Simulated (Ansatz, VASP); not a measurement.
**Two plane-wave programs on CaO**

```xyz
2
Lattice="0.0000 2.3836 2.3836 2.3836 0.0000 2.3836 2.3836 2.3836 0.0000" Properties=species:S:1:pos:R:3 pbc="T T T"
Ca    0.0000    0.0000    0.0000
O     2.3836    2.3836    2.3836
```

Alike in both runs: functional PBEsol; k mesh 8 × 8 × 8; occupations gaussian, width 0.02 eV; no spin polarisation.

Ansatz relaxed the structure, and its values are those at the end. VASP's run is a single point on that final structure, the one shown.

```csv
,VASP,Ansatz
version,VASP 6.6.1,Ansatz 0.2.0
potentials or method,"VASP PAW PBE potentials, release 64 (Ca_sv, O), cutoff 520 eV","scalar-relativistic, plane waves, PAW"
valence electrons in the cell,16,16
```

VASP gave:

```
gap on the k mesh at the Fermi level (eV) : 3.52
least direct gap on the mesh (eV)         : 3.89
pressure (GPa)                            : 0.6
```

Problem. What did Ansatz give for the same quantities?

Solution. gap on the k mesh at the Fermi level (eV): 3.54; least direct gap on the mesh (eV): 3.92; pressure (GPa): 0.0.

VASP's potentials were made for PBE, not for PBEsol.
